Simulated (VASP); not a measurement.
Set up this calculation in VASP 6.6.1, as the native input.

| Quantity | Value |
| --- | --- |
| Task | relaxation of cell and atoms |
| Functional | LDA |
| Potentials or basis | VASP PAW LDA potentials, release 64 (Ga_d, As) |
| Cutoff | 600 eV |
| k mesh | 7 × 7 × 7 |
| Occupations | gaussian, width 0.02 eV |
| Spin | no spin polarisation |
| Dipole correction | no |
| Further INCAR settings | ALGO = Normal; EDIFF = 1e-06; IBRION = 2; EDIFFG = -0.03; NSW = 60; ISIF = 3 |

The structure of GaAs lies in POSCAR:

```
GaAs
1.0
    3.2600000000      0.0000000000      0.0000000000
    0.0000000000      3.2600000000      0.0000000000
    0.0000000000      0.0000000000      3.2600000000
Ga As
1 1
Direct
    0.0000000000      0.0000000000      0.0000000000
    0.5000000000      0.5000000000      0.5000000000
```

These files were run (other wordings do the same):

INCAR

```
SYSTEM = GaAs
PREC = Accurate
ENCUT = 600
EDIFF = 1E-6
ISMEAR = 0
SIGMA = 0.02
LREAL = .FALSE.
LASPH = .TRUE.
NELM = 60
ALGO = Normal
ISIF = 3
LWAVE = .FALSE.
LCHARG = .FALSE.
GGA = CA
IBRION = 2
NSW = 60
EDIFFG = -0.03
```

KPOINTS

```
regular mesh
0
G
  7 7 7
  0 0 0
```

Potentials or basis: VASP PAW LDA potentials, release 64 (Ga_d, As).

Launch:

```bash
$ cat potpaw_LDA.64/Ga_d/POTCAR potpaw_LDA.64/As/POTCAR > POTCAR
$ mpirun -np 1 vasp_std > vasp.out
```

It gave:

```json
{
 "Relaxed volume": "17.47 Å³/atom",
 "Relaxed cell": "a = 3.269 Å, b = 3.269 Å, c = 3.269 Å, α = 90.00°, β = 90.00°, γ = 90.00°",
 "Space group after relaxing (to 0.05 Å)": "Pm-3m (No. 221)",
 "Energy gained by relaxing": "0.4 meV/atom",
 "Ionic steps": "3",
 "Pressure after relaxing": "0.0 GPa",
 "Band gap on the k mesh": "zero (band 9 reaches 8.05 eV, above the bottom of band 10 at 4.56 eV)"
}
```

It took 13 s on 1 thread of Intel(R) Xeon(R) Platinum 8124M CPU @ 3.00GHz (Skylake/Cascade Lake), with other jobs on the host, peak memory 0.15 GiB.
